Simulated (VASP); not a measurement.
# Ag in VASP: a series of runs

Runs on Ag. Level: LDA. Tasks: single point, relaxation of the atoms.

Everything below comes from runs of VASP 6.6.1. Logs are shortened: lines on timing, memory, paths and dates and some standing lists are left out, and cuts for length are marked.

**1. The cell of the first run**

The cell holds a slab with vacuum, 5 atoms: a = 2.828 Å, b = 2.828 Å, c = 25.238 Å, α = 90.00°, β = 90.00°, γ = 120.00°.

**2. Single point, LDA**

The input, INCAR:

```
SYSTEM = Ag
ALGO     = Normal         ! electronic algorithm
DIPOL    = 0.5 0.5 0.500
EDIFF    = 1E-6           ! SCF threshold, eV
EFIELD   = -0.1         
ENCUT    = 520            ! plane-wave cutoff, eV
GGA      = CA             ! functional
IDIPOL   = 3            
ISIF     = 2              ! what is computed and relaxed
ISMEAR   = -1             ! smearing method
LASPH    = .True.         ! aspherical terms in the spheres
LCHARG   = .False.        ! write CHGCAR
LDIPOL   = .True.       
LREAL    = .False.        ! projectors in reciprocal space
LWAVE    = .False.        ! write WAVECAR
NBANDS   = 36             ! bands
NELM     = 80             ! most SCF steps
PREC     = Accurate       ! precision mode
SIGMA    = 0.05           ! smearing width, eV
```

The input, KPOINTS:

```
k-points
0
Gamma
  13 13 1
  0 0 0
```

The input, POSCAR:

```
Ag
1.0
    2.8284417091      0.0000000000      0.0000000000
   -1.4142208546      2.4495023732      0.0000000000
    0.0000000000      0.0000000000     25.2377000000
Ag
5
Direct
    0.8333333333      0.1666666667      0.3170187853
    0.1666666667      0.8333333333      0.4083699060
    0.5000000000      0.5000000000      0.5000000003
    0.8333333333      0.1666666667      0.5916300942
    0.1666666667      0.8333333333      0.6829812142
```

Potentials or basis: VASP PAW LDA potentials, release 64 (Ag).

The run is started by

```sh
$ cat potpaw_LDA.64/Ag/POTCAR > POTCAR
$ mpirun -np 1 vasp_std > vasp.out
```

OUTCAR:

```text
SYSTEM = Ag
   EDIFF = 1E-6
   ENCUT = 520
   GGA = CA
   ISIF = 2
   ISMEAR = -1
   LASPH = .True.
   LREAL = .False.
   NELM = 80
   PREC = Accurate

 ion  position               nearest neighbor table
   1  0.833  0.167  0.317-   2 2.83   2 2.83   2 2.83
   2  0.167  0.833  0.408-   1 2.83   1 2.83   1 2.83   3 2.83   3 2.83   3 2.83
   3  0.500  0.500  0.500-   4 2.83   4 2.83   4 2.83   2 2.83   2 2.83   2 2.83
   4  0.833  0.167  0.592-   5 2.83   5 2.83   5 2.83   3 2.83   3 2.83   3 2.83
   5  0.167  0.833  0.683-   4 2.83   4 2.83   4 2.83

  LATTYP: Found a hexagonal cell.
 ALAT       =     2.8284417091
 C/A-ratio  =     8.9228283966

  Lattice vectors:

 A1 = (   2.8284417091,   0.0000000000,   0.0000000000)
 A2 = (  -1.4142208546,   2.4495023732,   0.0000000000)
 A3 = (   0.0000000000,   0.0000000000,  25.2377000000)

Analysis of symmetry for initial positions (statically):
=====================================================================
 Subroutine PRICEL returns:
 Original cell was already a primitive cell.

 Routine SETGRP: Setting up the symmetry group for a
 hexagonal supercell.

 Subroutine GETGRP returns: Found 12 space group operations
 (whereof  4 operations were pure point group operations)
 out of a pool of 24 trial point group operations.

The static configuration has the point symmetry C_2h.
 The point group associated with its full space group is D_3d.

Analysis of symmetry for dynamics (positions and initial velocities):
=====================================================================
 An external electric field (EFIELD) may reduce the allowed symmetry operations
 Subroutine PRICEL returns:
 Original cell was already a primitive cell.

 Routine SETGRP: Setting up the symmetry group for a
 hexagonal supercell.

 Subroutine GETGRP returns: Found  6 space group operations
 (whereof  2 operations were pure point group operations)
 out of a pool of 24 trial point group operations.

The dynamic configuration has the point symmetry C_1h.
 The point group associated with its full space group is C_3v.

 Subroutine INISYM returns: Found  6 space group operations
 (whereof  2 operations are pure point group operations),
 and found     1 'primitive' translations

----------------------------------------------------------------------------------------

                                     Primitive cell

  volume of cell :     174.8537

  direct lattice vectors                    reciprocal lattice vectors
     2.828441709  0.000000000  0.000000000     0.353551568  0.204123093  0.000000000
    -1.414220855  2.449502373  0.000000000     0.000000000  0.408246185  0.000000000
     0.000000000  0.000000000 25.237700000     0.000000000  0.000000000  0.039623262

  length of vectors
     2.828441709  2.828441709 25.237700000     0.408246185  0.408246185  0.039623262

  position of ions in fractional coordinates (direct lattice)
     0.833333333  0.166666667  0.317018785
     0.166666667  0.833333333  0.408369906
     0.500000000  0.500000000  0.500000000
     0.833333333  0.166666667  0.591630094
     0.166666667  0.833333333  0.682981214

  ion indices of the primitive-cell ions
   primitive index   ion index
                 1           1
                 2           2
                 3           3
                 4           4
                 5           5

----------------------------------------------------------------------------------------

 KPOINTS: k-points

Automatic generation of k-mesh.
 Grid dimensions read from file:
 generate k-points for:   13   13    1

 Generating k-lattice:

  Cartesian coordinates                     Fractional coordinates (reciprocal lattice)
     0.027196274  0.015701776  0.000000000     0.076923077  0.000000000  0.000000000
     0.000000000  0.031403553  0.000000000     0.000000000  0.076923077  0.000000000
     0.000000000  0.000000000  0.039623262     0.000000000  0.000000000  1.000000000

  Length of vectors
     0.031403553  0.031403553  0.039623262

  Shift w.r.t. Gamma in fractional coordinates (k-lattice)
     0.000000000  0.000000000  0.000000000

 Subroutine IBZKPT returns following result:
 ===========================================

 Found     21 irreducible k-points:

 Following reciprocal coordinates:
            Coordinates               Weight
  0.000000  0.000000  0.000000      1.000000
  0.076923  0.000000  0.000000      6.000000
  0.153846  0.000000  0.000000      6.000000
  0.230769  0.000000  0.000000      6.000000
  0.307692  0.000000  0.000000      6.000000
  0.384615  0.000000  0.000000      6.000000
[... 13 lines left out ...]
  0.384615  0.230769  0.000000      6.000000
  0.307692  0.307692  0.000000      6.000000
   k-points           NKPTS =     21   k-points in BZ     NKDIM =     21   number of bands    NBANDS=     36
   number of dos      NEDOS =    301   number of ions     NIONS =      5
   total plane-waves  NPLWV = 110592
   dimension x,y,z NGX =    24 NGY =   24 NGZ =  192
   dimension x,y,z NGXF=    48 NGYF=   48 NGZF=  384
   ions per type =               5
   NGX,Y,Z   is equivalent  to a cutoff of  14.11, 14.11, 12.65 a.u.
   NGXF,Y,Z  is equivalent  to a cutoff of  28.21, 28.21, 25.29 a.u.
 SYSTEM =  Ag
   PREC   = accura    normal or accurate (medium, high low for compatibility)
   ISTART =      0    job   : 0-new  1-cont  2-samecut
   ICHARG =      2    charge: 1-file 2-atom 10-const
   ISPIN  =      1    spin polarized calculation?
   LNONCOLLINEAR =      F non collinear calculations
   LSORBIT =      F    spin-orbit coupling
   LASPH  =      T    aspherical Exc in radial PAW
   ENCUT  =  520.0 eV  38.22 Ry    6.18 a.u.   5.26  5.26 46.93*2*pi/ulx,y,z
   NELM   =     80;   NELMIN=  2; NELMDL= -5     # of ELM steps
   EDIFF  = 0.1E-05   stopping-criterion for ELM
   LREAL  =      F    real-space projection
   EDIFFG = 0.1E-04   stopping-criterion for IOM
   NSW    =      0    number of steps for IOM
   IBRION =     -1    ionic relax: 0-MD 1-quasi-New 2-CG
   NFREE  =      0    steps in history (QN), initial steepest desc. (CG)
   ISIF   =      2    stress and relaxation
   ISYM   =      2    0-nonsym 1-usesym 2-fastsym
   POTIM  = 0.5000    time-step for ionic-motion
   TEBEG  =    0.0;   TEEND  =   0.0 temperature during run
   PSTRESS=    0.0 pullay stress
   NELECT =      55.0000    total number of electrons
   NUPDOWN=      -1.0000    fix difference up-down
   EMIN   =  10.00;   EMAX   =-10.00  energy-range for DOS
   EFERMI =   0.00;   METHOD = LEGACY
   ISMEAR =    -1;   SIGMA  =   0.05  broadening in eV -4-tet -1-fermi 0-gaus
   EFERMI_NEDOS =   21; number of points for ismear=-14 and -15
   IALGO  =     38    algorithm
   IMIX   =      4    mixing-type and parameters
     AMIX     =   0.40;   BMIX     =  1.00
     AMIX_MAG =   1.60;   BMIX_MAG =  1.00
  volume/ion in A,a.u.               =      34.97       235.99
  Fermi-wavevector in a.u.,A,eV,Ry     =   1.113365  2.103954 16.865522  1.239581
  Thomas-Fermi vector in A             =   2.249949
   LORBIT       =      0    0 simple, 1 ext, 2 COOP (PROOUT), +10 PAW based schemes
   GGA     = CA    functional components
   LHFCALC =     F    Hartree Fock is set to
   AEXX    =    0.0000 exact exchange contribution
   IVDW    =     0    specifies the selected vdW correction
   LEPSILON=     F    determine dielectric tensor
   LRPA    =     F    only Hartree local field effects (RPA)
 non-spin polarized calculation
  energy-cutoff  :      520.00
  volume of cell :      174.85
 maximum number of plane-waves:      4736
 NGX is ok and might be reduce to    24
   NGX = 11   NGY = 11   NGZ = 93

 dipolmoment           0.000000      0.000000      0.292008 electrons x Angstroem

 number of electron      55.0000008 magnetization

 dipolmoment           0.000000      0.000000     -0.047976 electrons x Angstroem

 Free energy of the ion-electron system (eV)
  ---------------------------------------------------
  ext. energy  EPLUGINS =         0.00000000
  ---------------------------------------------------
  free energy    TOTEN  =       -17.93904893 eV

  energy without entropy =      -17.93000834  energy(sigma->0) =      -17.93452864

 E-fermi :   1.6065     XC(G=0):  -6.6602

 val. band max:        1.5348223598   @ k =   0.4615   0.0000   0.0000
 cond. band min:       1.6446581496   @ k =   0.4615   0.0769   0.0000
 fundamental gap:      0.1098357898
 Fermi energy:         1.6065057745

 k-point     1 :       0.0000    0.0000    0.0000
  band No.  band energies     occupation
      1      -6.6145      2.00000
      2      -5.8548      2.00000
      3      -5.3809      2.00000
      4      -5.0548      2.00000
      5      -5.0476      2.00000
      6      -3.6240      2.00000
[... 28 lines left out ...]
     35       7.9349      0.00000
     36       8.3931      0.00000

 k-point     2 :       0.0769    0.0000    0.0000
  band No.  band energies     occupation
      1      -6.4447      2.00000
      2      -5.6928      2.00000
      3      -5.2559      2.00000
      4      -4.9245      2.00000
      5      -4.9117      2.00000
      6      -3.7108      2.00000
[... 28 lines left out ...]
     35       8.0725      0.00000
     36       8.5271      0.00000

 k-point     3 :       0.1538    0.0000    0.0000
  band No.  band energies     occupation
      1      -5.9741      2.00000
      2      -5.2725      2.00000
      3      -4.9525      2.00000
      4      -4.6386      2.00000
      5      -4.5451      2.00000
      6      -3.9565      2.00000
[... 28 lines left out ...]
     35       8.4939      0.00000
     36       8.9300      0.00000
[... 625 lines left out ...]
 k-point    20 :       0.3846    0.2308    0.0000
  band No.  band energies     occupation
      1      -4.8502      2.00000
      2      -4.6392      2.00000
      3      -4.5180      2.00000
      4      -4.4415      2.00000
      5      -4.2857      2.00000
      6      -4.2092      2.00000
[... 28 lines left out ...]
     35       8.5831      0.00000
     36       8.7299      0.00000

 k-point    21 :       0.3077    0.3077    0.0000
  band No.  band energies     occupation
      1      -4.6387      2.00000
      2      -4.6082      2.00000
      3      -4.3904      2.00000
      4      -4.3368      2.00000
      5      -4.1412      2.00000
      6      -4.1276      2.00000
[... 28 lines left out ...]
     35       7.8154      0.00000
     36       8.4409      0.00000

------------------------ aborting loop because EDIFF is reached ----------------------------------------

 vacuum level on the upper side and lower side of the slab       (xc-potential included)         0.408        -0.839

  FORCE on cell =-STRESS in cart. coord.  units (eV):
  Direction    XX          YY          ZZ          XY          YZ          ZX
  --------------------------------------------------------------------------------------
  -------------------------------------------------------------------------------------
  Total       -1.6825941     -1.6825941      0.0368647      0.0000000      0.0000000     -0.0000000
  in kB      -15.4175393    -15.4175393      0.3377896      0.0000000      0.0000000     -0.0000000
  external PRESSURE =     -10.1657630 kB  Pullay stress =       0.0000000 kB

 VOLUME and BASIS-vectors are now :
 -----------------------------------------------------------------------------
  energy-cutoff  :      520.00
  volume of cell :      174.85
      direct lattice vectors                 reciprocal lattice vectors
     2.828441709  0.000000000  0.000000000     0.353551568  0.204123093  0.000000000
    -1.414220855  2.449502373  0.000000000     0.000000000  0.408246185  0.000000000
     0.000000000  0.000000000 25.237700000     0.000000000  0.000000000  0.039623262

 POSITION                                       TOTAL-FORCE (eV/Angst)
 -----------------------------------------------------------------------------------
      2.12133      0.40825      8.00082         0.000000     -0.000000     -0.009859
     -0.70711      2.04125     10.30632         0.000000      0.000000     -0.000187
      0.70711      1.22475     12.61885         0.000000      0.000000      0.001149
      2.12133      0.40825     14.93138         0.000000      0.000000      0.002767
     -0.70711      2.04125     17.23687        -0.000000      0.000000      0.006130
 -----------------------------------------------------------------------------------
    total drift:                               -0.000000      0.000000      0.000062

  FREE ENERGIE OF THE ION-ELECTRON SYSTEM (eV)
  ---------------------------------------------------
  free  energy   TOTEN  =       -17.9390489310 eV

  energy  without entropy=      -17.9300083399  energy(sigma->0) =      -17.93452864

 vacuum level on the upper side and lower side of the slab         6.927         5.705
```

Wall time 6.4 min (1 thread of Intel Xeon 8259CL, shared host); peak memory 0.3 GiB.

What came out:

- Free energy: -17.9390 eV
- Largest force: 0.010 eV/Å
- Band gap on the k mesh: zero (an odd number of electrons rules out a gap without spin polarisation)

Forces in eV/Å, atoms in the order of the input:
```
Ag   0.000  0.000 -0.010
Ag   0.000  0.000  0.000
Ag   0.000  0.000  0.001
Ag   0.000  0.000  0.003
Ag   0.000  0.000  0.006
```

Levels at points of the mesh, in eV from the Fermi level:
| k point | band 26 | band 27 | band 28 | band 29 | band 30 | band 31 |
| --- | --- | --- | --- | --- | --- | --- |
| (0.00, 0.00, 0.00) | -3.30 | -3.14 | -3.14 | -3.12 | -0.93 | -0.11 |

**3. Single point, LDA**

The input, INCAR:

```
SYSTEM = Ag
PREC = Accurate
ENCUT = 520
EDIFF = 1E-7
ISMEAR = -1
SIGMA = 0.05
LREAL = .False.
LASPH = .True.
NELM = 80
ALGO = Normal
ISIF = 2
LWAVE = .False.
LCHARG = .True.
LDIPOL = .True.
IDIPOL = 3
DIPOL = 0.5 0.5 0.500
LELF = .True.
LVHAR = .True.
LVACPOTAV = .True.
EFIELD = -0.1
NBANDS = 36
```

The input, KPOINTS:

```
regular mesh
0
Gamma
  13 13 1
  0 0 0
```

POSCAR is that of step 2.

Potentials or basis: VASP PAW LDA potentials, release 64 (Ag).

The run is started by

```sh
$ cat potpaw_LDA.64/Ag/POTCAR > POTCAR
$ mpirun -np 1 vasp_std > vasp.out
```

It took 8.4 min on 1 thread of Intel Xeon 8259CL, shared host; peak memory 0.3 GiB.

Results (log left out):

```yaml
Free_energy: -17.9390 eV
Largest_force: 0.010 eV/Å
Band_gap_on_the_k_mesh: zero (an odd number of electrons rules out a gap without spin polarisation)
```

Forces in eV/Å, atoms in the order of the input:
```
Ag   0.000  0.000 -0.010
Ag   0.000  0.000  0.000
Ag   0.000  0.000  0.001
Ag   0.000  0.000  0.003
Ag   0.000  0.000  0.006
```

Levels at points of the mesh, in eV from the Fermi level:
```csv
k point,band 26,band 27,band 28,band 29,band 30,band 31
"(0.00, 0.00, 0.00)",-3.30,-3.14,-3.14,-3.12,-0.93,-0.11
```

**4. Single point, LDA**

The input, INCAR:

```
SYSTEM = Ag
ALGO = Normal
EDIFF = 1E-7
ENCUT = 520
GGA = CA
ISIF = 2
ISMEAR = -1
LASPH = .True.
LCHARG = .True.
LELF = .True.
LREAL = .False.
LVHAR = .True.
LWAVE = .False.
NBANDS = 36
NELM = 60
PREC = Accurate
SIGMA = 0.05
```

The input, KPOINTS:

```
k-points
0
Gamma
  13 13 1
  0 0 0
```

POSCAR is that of step 3.

The run is started by

```sh
$ cat potpaw_LDA.64/Ag/POTCAR > POTCAR
$ mpirun -np 1 vasp_std > vasp.out
```

Wall time 5.2 min (1 thread of Intel Xeon 8259CL, shared host); peak memory 0.3 GiB.

Results (log left out):

```
Free energy            : -17.9367 eV
Largest force          : 0.008 eV/Å
Band gap on the k mesh : zero (an odd number of electrons rules out a gap without spin polarisation)
```

Forces on the atoms (eV/Å):
```
Ag   0.000  0.000 -0.008
Ag   0.000  0.000 -0.001
Ag   0.000  0.000  0.000
Ag   0.000  0.000  0.001
Ag   0.000  0.000  0.008
```

Levels at points of the mesh, in eV from the Fermi level:
```csv
k point,band 26,band 27,band 28,band 29,band 30,band 31
"(0.00, 0.00, 0.00)",-3.30,-3.14,-3.14,-3.12,-0.93,-0.11
```

(Part 1 of 2 ends here.)
